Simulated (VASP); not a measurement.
Runs of VASP 6.6.1 on CaO (Lime). The structure is that of space group Fm-3m (No. 225), or close to it. The cells are those of the table. 

```tsv
task	cell	cutoff (eV)	gap on the mesh (eV)	pressure (GPa)
relaxation of cell and atoms	relaxed from a = 3.403 Å, angles 60.0°, 2 atoms	600	3.62	0.0
relaxation of cell and atoms	relaxed to 30 GPa from a = 3.403 Å, angles 60.0°, 2 atoms	600	3.46	29.9
single point	a = 3.137 Å, angles 60.0°, 2 atoms	520	(b)	(a)
relaxation of cell and atoms	relaxed to 20 GPa from a = 3.403 Å, angles 60.0°, 2 atoms	600	3.52	20.1
single point	a = 3.371 Å, angles 60.0°, 2 atoms	520	3.62	0.6
```

Alike in all rows: level PBEsol; potentials or basis VASP PAW PBE potentials, release 64 (Ca_sv, O); no spin polarisation; k mesh 7 × 7 × 7; smearing gaussian 0.01 eV.

Question: Estimate the missing entries.

Answer: (a) 41.6; (b) 3.38.

Caveats: the PAW data sets were made with another functional, which shifts forces and pressure a little; the cell is relaxed towards a set pressure, so the enthalpy falls and the energy may rise (some runs).

A k mesh can miss the band edges.
